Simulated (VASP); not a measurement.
# BN (F-43m) in VASP: single point with PBE

Aim: the single point of BN with PBE.

Program: VASP 6.6.1. These are calculated values, not measurements. Logs are shortened: lines on timing, memory, paths and dates and some standing lists are left out, and cuts for length are marked.

### 1 The cell of the first run

Symmetry: F-43m, No. 216, cubic system. The conventional cell has a = 3.626 Å, b = 3.626 Å, c = 3.626 Å, α = 90.00°, β = 90.00°, γ = 90.00°. B (site symmetry -43m) has 4 N at 1.57 Å within 2.1 Å. Within 2.1 Å of N (site symmetry -43m) lie 4 B at 1.57 Å.

### 2 Single point, PBE

File INCAR:

```
PREC     = Accurate       # precision mode
ENCUT    = 600            # plane-wave cutoff, eV
EDIFF    = 1E-6           # SCF threshold, eV
ISMEAR   = 0              # smearing method
SIGMA    = 0.05           # smearing width, eV
LREAL    = F              # projectors in reciprocal space
LASPH    = T              # aspherical terms in the spheres
NELM     = 120            # most SCF steps
ALGO     = Normal         # electronic algorithm
ISIF     = 2              # what is computed and relaxed
LWAVE    = F              # write WAVECAR
LCHARG   = F              # write CHGCAR
GGA      = PE             # functional
NBANDS   = 11             # bands
GGA_COMPAT= F
```

File KPOINTS:

```
Automatic mesh
0
Gamma
  8 8 8
```

File POSCAR:

```
BN
1.0
    0.0000000000      1.8131211812      1.8131211812
    1.8131211812      0.0000000000      1.8131211812
    1.8131211812      1.8131211812      0.0000000000
B N
1 1
Direct
    0.0000000000      0.0000000000      0.0000000000
    0.2500000000      0.2500000000      0.2500000000
```

Potentials or basis: VASP PAW PBE potentials, release 64 (B, N).

On the command line:

```sh
> cat potpaw_PBE.64/B/POTCAR potpaw_PBE.64/N/POTCAR > POTCAR
> mpirun -np 1 vasp_std > vasp.out
```

OUTCAR:

```text
PREC = Accurate
   ENCUT = 600
   EDIFF = 1E-6
   ISMEAR = 0
   LREAL = F
   LASPH = T
   NELM = 120
   ISIF = 2
   GGA = PE

 ion  position               nearest neighbor table
   1  0.000  0.000  0.000-   2 1.57   2 1.57   2 1.57   2 1.57
   2  0.250  0.250  0.250-   1 1.57   1 1.57   1 1.57   1 1.57

  LATTYP: Found a face centered cubic cell.
 ALAT       =     3.6262423624

  Lattice vectors:

 A1 = (   0.0000000000,   1.8131211812,   1.8131211812)
 A2 = (   1.8131211812,   0.0000000000,   1.8131211812)
 A3 = (   1.8131211812,   1.8131211812,   0.0000000000)

Analysis of symmetry for initial positions (statically):
=====================================================================
 Subroutine PRICEL returns:
 Original cell was already a primitive cell.

 Routine SETGRP: Setting up the symmetry group for a
 face centered cubic supercell.

 Subroutine GETGRP returns: Found 24 space group operations
 (whereof 24 operations were pure point group operations)
 out of a pool of 48 trial point group operations.

The static configuration has the point symmetry T_d .

Analysis of symmetry for dynamics (positions and initial velocities):
=====================================================================
 Subroutine PRICEL returns:
 Original cell was already a primitive cell.

 Routine SETGRP: Setting up the symmetry group for a
 face centered cubic supercell.

 Subroutine GETGRP returns: Found 24 space group operations
 (whereof 24 operations were pure point group operations)
 out of a pool of 48 trial point group operations.

The dynamic configuration has the point symmetry T_d .

 Subroutine INISYM returns: Found 24 space group operations
 (whereof 24 operations are pure point group operations),
 and found     1 'primitive' translations

----------------------------------------------------------------------------------------

                                     Primitive cell

  volume of cell :      11.9209

  direct lattice vectors                    reciprocal lattice vectors
     0.000000000  1.813121181  1.813121181    -0.275767558  0.275767558  0.275767558
     1.813121181  0.000000000  1.813121181     0.275767558 -0.275767558  0.275767558
     1.813121181  1.813121181  0.000000000     0.275767558  0.275767558 -0.275767558

  length of vectors
     2.564140565  2.564140565  2.564140565     0.477643421  0.477643421  0.477643421

  position of ions in fractional coordinates (direct lattice)
     0.000000000  0.000000000  0.000000000
     0.250000000  0.250000000  0.250000000

  ion indices of the primitive-cell ions
   primitive index   ion index
                 1           1
                 2           2

----------------------------------------------------------------------------------------

 KPOINTS: Automatic mesh

Automatic generation of k-mesh.
 Grid dimensions read from file:
 generate k-points for:    8    8    8

 Generating k-lattice:

  Cartesian coordinates                     Fractional coordinates (reciprocal lattice)
    -0.034470945  0.034470945  0.034470945     0.125000000  0.000000000  0.000000000
     0.034470945 -0.034470945  0.034470945     0.000000000  0.125000000  0.000000000
     0.034470945  0.034470945 -0.034470945     0.000000000  0.000000000  0.125000000

  Length of vectors
     0.059705428  0.059705428  0.059705428

  Shift w.r.t. Gamma in fractional coordinates (k-lattice)
     0.000000000  0.000000000  0.000000000

 Subroutine IBZKPT returns following result:
 ===========================================

 Found     29 irreducible k-points:

 Following reciprocal coordinates:
            Coordinates               Weight
  0.000000  0.000000  0.000000      1.000000
  0.125000  0.000000  0.000000      8.000000
  0.250000  0.000000  0.000000      8.000000
  0.375000  0.000000  0.000000      8.000000
  0.500000  0.000000  0.000000      4.000000
  0.125000  0.125000  0.000000      6.000000
[... 16 lines left out ...]
  0.500000  0.250000  0.125000     48.000000
 -0.375000  0.250000  0.125000     24.000000
 [... further k-points ...]
   k-points           NKPTS =     29   k-points in BZ     NKDIM =     29   number of bands    NBANDS=     11
   number of dos      NEDOS =    301   number of ions     NIONS =      2
   total plane-waves  NPLWV =   8000
   dimension x,y,z NGX =    20 NGY =   20 NGZ =   20
   dimension x,y,z NGXF=    40 NGYF=   40 NGZF=   40
   ions per type =               1   1
   NGX,Y,Z   is equivalent  to a cutoff of  12.97, 12.97, 12.97 a.u.
   NGXF,Y,Z  is equivalent  to a cutoff of  25.93, 25.93, 25.93 a.u.
 SYSTEM =  unknown system
   PREC   = accura    normal or accurate (medium, high low for compatibility)
   ISTART =      0    job   : 0-new  1-cont  2-samecut
   ICHARG =      2    charge: 1-file 2-atom 10-const
   ISPIN  =      1    spin polarized calculation?
   LNONCOLLINEAR =      F non collinear calculations
   LSORBIT =      F    spin-orbit coupling
   LASPH  =      T    aspherical Exc in radial PAW
   ENCUT  =  600.0 eV  44.10 Ry    6.64 a.u.   5.12  5.12  5.12*2*pi/ulx,y,z
   NELM   =    120;   NELMIN=  2; NELMDL= -5     # of ELM steps
   EDIFF  = 0.1E-05   stopping-criterion for ELM
   LREAL  =      F    real-space projection
   EDIFFG = 0.1E-04   stopping-criterion for IOM
   NSW    =      0    number of steps for IOM
   IBRION =     -1    ionic relax: 0-MD 1-quasi-New 2-CG
   NFREE  =      0    steps in history (QN), initial steepest desc. (CG)
   ISIF   =      2    stress and relaxation
   ISYM   =      2    0-nonsym 1-usesym 2-fastsym
   POTIM  = 0.5000    time-step for ionic-motion
   TEBEG  =    0.0;   TEEND  =   0.0 temperature during run
   PSTRESS=    0.0 pullay stress
   NELECT =       8.0000    total number of electrons
   NUPDOWN=      -1.0000    fix difference up-down
   EMIN   =  10.00;   EMAX   =-10.00  energy-range for DOS
   EFERMI =   0.00;   METHOD = LEGACY
   ISMEAR =     0;   SIGMA  =   0.05  broadening in eV -4-tet -1-fermi 0-gaus
   EFERMI_NEDOS =   21; number of points for ismear=-14 and -15
   IALGO  =     38    algorithm
   IMIX   =      4    mixing-type and parameters
     AMIX     =   0.40;   BMIX     =  1.00
     AMIX_MAG =   1.60;   BMIX_MAG =  1.00
  volume/ion in A,a.u.               =       5.96        40.22
  Fermi-wavevector in a.u.,A,eV,Ry     =   1.433292  2.708529 27.950800  2.054326
  Thomas-Fermi vector in A             =   2.552826
   LORBIT       =      0    0 simple, 1 ext, 2 COOP (PROOUT), +10 PAW based schemes
   GGA     = PE    functional components
   LHFCALC =     F    Hartree Fock is set to
   AEXX    =    0.0000 exact exchange contribution
   IVDW    =     0    specifies the selected vdW correction
   LEPSILON=     F    determine dielectric tensor
   LRPA    =     F    only Hartree local field effects (RPA)
 non-spin polarized calculation
 Gauss-broadening in eV      SIGMA  =   0.05
  energy-cutoff  :      600.00
  volume of cell :       11.92
 maximum number of plane-waves:       415
   NGX = 11   NGY = 11   NGZ = 11

 number of electron       7.9999999 magnetization

 Free energy of the ion-electron system (eV)
  ---------------------------------------------------
  ext. energy  EPLUGINS =         0.00000000
  ---------------------------------------------------
  free energy    TOTEN  =       -17.45432726 eV

  energy without entropy =      -17.45432726  energy(sigma->0) =      -17.45432726

 E-fermi :   7.5081     XC(G=0): -12.7762

 val. band max:        7.2884922372   @ k =   0.0000   0.0000   0.0000
 cond. band min:      11.7378770279   @ k =   0.5000   0.5000   0.0000
 fundamental gap:      4.4493847907
 Fermi energy:         7.5081267128

 k-point     1 :       0.0000    0.0000    0.0000
  band No.  band energies     occupation
      1     -12.8369      2.00000
      2       7.2885      2.00000
      3       7.2885      2.00000
      4       7.2885      2.00000
      5      16.0637      0.00000
      6      16.0637      0.00000
      7      16.0637      0.00000
      8      17.4873      0.00000
      9      31.8660      0.00000
     10      34.9414      0.00000
     11      34.9414      0.00000

 k-point     2 :       0.1250    0.0000    0.0000
  band No.  band energies     occupation
      1     -12.4608      2.00000
      2       5.4246      2.00000
      3       6.9122      2.00000
      4       6.9122      2.00000
      5      16.4072      0.00000
      6      16.6288      0.00000
      7      16.6288      0.00000
      8      18.6841      0.00000
      9      31.4521      0.00000
     10      31.8480      0.00000
     11      31.8480      0.00000

 k-point     3 :       0.2500    0.0000    0.0000
  band No.  band energies     occupation
      1     -11.3701      2.00000
      2       1.8468      2.00000
      3       6.1713      2.00000
      4       6.1713      2.00000
      5      16.8375      0.00000
      6      17.5706      0.00000
      7      17.5706      0.00000
      8      20.7366      0.00000
      9      30.6204      0.00000
     10      30.7998      0.00000
     11      30.7998      0.00000

 k-point     4 :       0.3750    0.0000    0.0000
  band No.  band energies     occupation
      1      -9.7622      2.00000
      2      -1.5762      2.00000
      3       5.5805      2.00000
      4       5.5805      2.00000
      5      17.1833      0.00000
      6      17.9360      0.00000
      7      17.9360      0.00000
      8      22.0416      0.00000
      9      30.4097      0.00000
     10      32.3044      0.00000
     11      32.3044      0.00000
[... 239 lines left out ...]
 k-point    22 :       0.3750    0.2500    0.1250
  band No.  band energies     occupation
      1     -10.4412      2.00000
      2       1.6194      2.00000
      3       3.3847      2.00000
      4       5.2837      2.00000
      5      15.8077      0.00000
      6      19.0704      0.00000
      7      19.7905      0.00000
      8      20.5188      0.00000
      9      26.6724      0.00000
     10      32.8443      0.00000
     11      34.4585      0.00000

 k-point    23 :       0.5000    0.2500    0.1250
  band No.  band energies     occupation
      1      -8.9409      2.00000
      2      -0.8761      2.00000
      3       2.5727      2.00000
      4       4.3674      2.00000
      5      16.6306      0.00000
      6      18.5810      0.00000
      7      20.9006      0.00000
      8      21.8281      0.00000
      9      27.2772      0.00000
     10      32.3620      0.00000
     11      34.6249      0.00000

 k-point    24 :      -0.3750    0.2500    0.1250
  band No.  band energies     occupation
      1      -7.9692      2.00000
      2      -2.3294      2.00000
      3       2.4978      2.00000
      4       3.8716      2.00000
      5      16.8407      0.00000
      6      18.3760      0.00000
      7      21.5375      0.00000
      8      22.9403      0.00000
      9      26.6534      0.00000
     10      32.9691      0.00000
     11      34.6179      0.00000

 [... further k-points ...]

------------------------ aborting loop because EDIFF is reached ----------------------------------------

  FORCE on cell =-STRESS in cart. coord.  units (eV):
  Direction    XX          YY          ZZ          XY          YZ          ZX
  --------------------------------------------------------------------------------------
  -------------------------------------------------------------------------------------
  Total       -0.0377571     -0.0377571     -0.0377571     -0.0000000      0.0000000      0.0000000
  in kB       -5.0745584     -5.0745584     -5.0745584     -0.0000000      0.0000000      0.0000000
  external PRESSURE =      -5.0745584 kB  Pullay stress =       0.0000000 kB

 VOLUME and BASIS-vectors are now :
 -----------------------------------------------------------------------------
  energy-cutoff  :      600.00
  volume of cell :       11.92
      direct lattice vectors                 reciprocal lattice vectors
     0.000000000  1.813121181  1.813121181    -0.275767558  0.275767558  0.275767558
     1.813121181  0.000000000  1.813121181     0.275767558 -0.275767558  0.275767558
     1.813121181  1.813121181  0.000000000     0.275767558  0.275767558 -0.275767558

 POSITION                                       TOTAL-FORCE (eV/Angst)
 -----------------------------------------------------------------------------------
      0.00000      0.00000      0.00000        -0.000000     -0.000000     -0.000000
      0.90656      0.90656      0.90656         0.000000      0.000000      0.000000
 -----------------------------------------------------------------------------------
    total drift:                                0.000000      0.000000      0.000000

  FREE ENERGIE OF THE ION-ELECTRON SYSTEM (eV)
  ---------------------------------------------------
  free  energy   TOTEN  =       -17.4543272606 eV

  energy  without entropy=      -17.4543272606  energy(sigma->0) =      -17.45432726
```

Wall time 7.1 s (1 thread of Intel Xeon 8259CL, shared host); peak memory 0.12 GiB.

What came out:

| Quantity | Value |
| --- | --- |
| Free energy | -17.4543 eV |
| Pressure | -0.5 GPa |
| Band gap on the k mesh | 4.45 eV, indirect (least direct gap 8.78 eV) |
